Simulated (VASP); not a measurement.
# AgCl (Chlorargyrite) (Imm2) in VASP: single point with PBE

Aim: the single point of AgCl (Chlorargyrite) with PBE.

Everything below comes from runs of VASP 6.6.1. Logs are shortened: lines on timing, memory, paths and dates and some standing lists are left out, and cuts for length are marked.

## 1. The cell of the first run

The typed cell holds 2 atoms: a = 3.868 Å, b = 3.868 Å, c = 3.868 Å, α = 60.00°, β = 60.00°, γ = 60.00°.

## 2. Single point, PBE

Input file INCAR:

```
  ALGO = Normal
  EDIFF = 1E-6
  ENCUT = 520
  GGA = PE
  ISIF = 2
  ISMEAR = 0
  LASPH = T
  LCHARG = F
  LREAL = F
  LWAVE = F
  NBANDS = 16
  NELM = 100
  PREC = Accurate
  SIGMA = 0.01
```

Input file KPOINTS:

```
k-points
0
Gamma
  4 4 4
```

Input file POSCAR:

```
AgCl
1.0
    0.0000000000      2.7350000000      2.7350000000
    2.7350000000      0.0000000000      2.7350000000
    2.7350000000      2.7350000000      0.0000000000
Ag Cl
1 1
Direct
    0.0000000000      0.0000000000      0.0179265020
    0.5000000000      0.5000000000      0.5186734980
```

Potentials or basis: VASP PAW PBE potentials, release 64 (Ag, Cl).

Command:

```console
$ cat potpaw_PBE.64/Ag/POTCAR potpaw_PBE.64/Cl/POTCAR > POTCAR
$ mpirun -np 1 vasp_std > vasp.out
```

OUTCAR:

```text
EDIFF = 1E-6
   ENCUT = 520
   GGA = PE
   ISIF = 2
   ISMEAR = 0
   LASPH = T
   LREAL = F
   NELM = 100
   PREC = Accurate

 ion  position               nearest neighbor table
   1  0.000  0.000  0.018-   2 2.73   2 2.73   2 2.74   2 2.74   2 2.74   2 2.74
   2  0.500  0.500  0.519-   1 2.73   1 2.73   1 2.74   1 2.74   1 2.74   1 2.74

  LATTYP: Found a face centered cubic cell.
 ALAT       =     5.4700000000

  Lattice vectors:

 A1 = (   0.0000000000,   2.7350000000,   2.7350000000)
 A2 = (   2.7350000000,   0.0000000000,   2.7350000000)
 A3 = (   2.7350000000,   2.7350000000,   0.0000000000)

Analysis of symmetry for initial positions (statically):
=====================================================================
 Subroutine PRICEL returns:
 Original cell was already a primitive cell.

 Routine SETGRP: Setting up the symmetry group for a
 face centered cubic supercell.

 Subroutine GETGRP returns: Found  4 space group operations
 (whereof  4 operations were pure point group operations)
 out of a pool of 48 trial point group operations.

The static configuration has the point symmetry C_2v.

Analysis of symmetry for dynamics (positions and initial velocities):
=====================================================================
 Subroutine PRICEL returns:
 Original cell was already a primitive cell.

 Routine SETGRP: Setting up the symmetry group for a
 face centered cubic supercell.

 Subroutine GETGRP returns: Found  4 space group operations
 (whereof  4 operations were pure point group operations)
 out of a pool of 48 trial point group operations.

The dynamic configuration has the point symmetry C_2v.

 Subroutine INISYM returns: Found  4 space group operations
 (whereof  4 operations are pure point group operations),
 and found     1 'primitive' translations

----------------------------------------------------------------------------------------

                                     Primitive cell

  volume of cell :      40.9168

  direct lattice vectors                    reciprocal lattice vectors
     0.000000000  2.735000000  2.735000000    -0.182815356  0.182815356  0.182815356
     2.735000000  0.000000000  2.735000000     0.182815356 -0.182815356  0.182815356
     2.735000000  2.735000000  0.000000000     0.182815356  0.182815356 -0.182815356
[... 73 lines left out ...]
   LSORBIT =      F    spin-orbit coupling
   LASPH  =      T    aspherical Exc in radial PAW
   ENCUT  =  520.0 eV  38.22 Ry    6.18 a.u.   7.19  7.19  7.19*2*pi/ulx,y,z
   NELM   =    100;   NELMIN=  2; NELMDL= -5     # of ELM steps
   EDIFF  = 0.1E-05   stopping-criterion for ELM
   LREAL  =      F    real-space projection
   EDIFFG = 0.1E-04   stopping-criterion for IOM
   NSW    =      0    number of steps for IOM
   IBRION =     -1    ionic relax: 0-MD 1-quasi-New 2-CG
   NFREE  =      0    steps in history (QN), initial steepest desc. (CG)
   ISIF   =      2    stress and relaxation
   ISYM   =      2    0-nonsym 1-usesym 2-fastsym
   POTIM  = 0.5000    time-step for ionic-motion
   TEBEG  =    0.0;   TEEND  =   0.0 temperature during run
   PSTRESS=    0.0 pullay stress
   NELECT =      18.0000    total number of electrons
   NUPDOWN=      -1.0000    fix difference up-down
   EMIN   =  10.00;   EMAX   =-10.00  energy-range for DOS
   EFERMI =   0.00;   METHOD = LEGACY
   ISMEAR =     0;   SIGMA  =   0.01  broadening in eV -4-tet -1-fermi 0-gaus
   EFERMI_NEDOS =   21; number of points for ismear=-14 and -15
   IALGO  =     38    algorithm
   IMIX   =      4    mixing-type and parameters
     AMIX     =   0.40;   BMIX     =  1.00
     AMIX_MAG =   1.60;   BMIX_MAG =  1.00
  volume/ion in A,a.u.               =      20.46       138.06
  Fermi-wavevector in a.u.,A,eV,Ry     =   1.245083  2.352866 21.092186  1.550232
  Thomas-Fermi vector in A             =   2.379321
   LORBIT       =      0    0 simple, 1 ext, 2 COOP (PROOUT), +10 PAW based schemes
   GGA     = PE    functional components
   LHFCALC =     F    Hartree Fock is set to
   AEXX    =    0.0000 exact exchange contribution
   IVDW    =     0    specifies the selected vdW correction
   LEPSILON=     F    determine dielectric tensor
   LRPA    =     F    only Hartree local field effects (RPA)
 non-spin polarized calculation
 Gauss-broadening in eV      SIGMA  =   0.01
  energy-cutoff  :      520.00
  volume of cell :       40.92
 maximum number of plane-waves:      1124
 NGX is ok and might be reduce to    30
   NGX = 15   NGY = 15   NGZ = 15

 number of electron      18.0000002 magnetization

 Free energy of the ion-electron system (eV)
  ---------------------------------------------------
  ext. energy  EPLUGINS =         0.00000000
  ---------------------------------------------------
  free energy    TOTEN  =        -5.35132418 eV

  energy without entropy =       -5.35132418  energy(sigma->0) =       -5.35132418

 E-fermi :   4.4927     XC(G=0): -10.1815

 val. band max:        4.3655856552   @ k =   0.0000   0.0000   0.5000
 cond. band min:       5.2639188868   @ k =   0.0000   0.0000   0.0000
 fundamental gap:      0.8983332316
 Fermi energy:         4.4926879860

 k-point     1 :       0.0000    0.0000    0.0000
  band No.  band energies     occupation
      1     -11.0654      2.00000
      2       1.7449      2.00000
      3       1.7449      2.00000
      4       1.7453      2.00000
      5       1.7884      2.00000
      6       1.7892      2.00000
[... 319 lines left out ...]
      3       0.0833      2.00000
      4       0.0834      2.00000
      5       2.2382      2.00000
      6       2.2382      2.00000
[... 8 lines left out ...]
     15      18.0331      0.00000
     16      19.5021      0.00000

------------------------ aborting loop because EDIFF is reached ----------------------------------------

  FORCE on cell =-STRESS in cart. coord.  units (eV):
  Direction    XX          YY          ZZ          XY          YZ          ZX
  --------------------------------------------------------------------------------------
  -------------------------------------------------------------------------------------
  Total        1.0134060      1.0134060      1.0133236     -0.0000220      0.0000000      0.0000000
  in kB       39.6818641     39.6818641     39.6786385     -0.0008602      0.0000000      0.0000000
  external PRESSURE =      39.6807889 kB  Pullay stress =       0.0000000 kB

 VOLUME and BASIS-vectors are now :
 -----------------------------------------------------------------------------
  energy-cutoff  :      520.00
  volume of cell :       40.92
      direct lattice vectors                 reciprocal lattice vectors
     0.000000000  2.735000000  2.735000000    -0.182815356  0.182815356  0.182815356
     2.735000000  0.000000000  2.735000000     0.182815356 -0.182815356  0.182815356
     2.735000000  2.735000000  0.000000000     0.182815356  0.182815356 -0.182815356

 POSITION                                       TOTAL-FORCE (eV/Angst)
 -----------------------------------------------------------------------------------
      0.04903      0.04903      0.00000         0.003047      0.003047      0.000000
      2.78607      2.78607      2.73500        -0.003047     -0.003047     -0.000000
 -----------------------------------------------------------------------------------
    total drift:                               -0.000022     -0.000022      0.000000

  FREE ENERGIE OF THE ION-ELECTRON SYSTEM (eV)
  ---------------------------------------------------
  free  energy   TOTEN  =        -5.3513241836 eV

  energy  without entropy=       -5.3513241836  energy(sigma->0) =       -5.35132418
```

Wall time 13 s (1 thread of Intel Xeon 6975P-C, shared host); peak memory 0.17 GiB.

Results:

```yaml
Free_energy: -5.3513 eV
Pressure: 4.0 GPa
Largest_force: 0.004 eV/Å
Band_gap_on_the_k_mesh: 0.90 eV, indirect (least direct gap 3.39 eV)
```

Forces in eV/Å, atoms in the order of the input:
```
Ag   0.003  0.003  0.000
Cl  -0.003 -0.003  0.000
```

Caveat: the k points lie up to 0.50 Å⁻¹ apart.
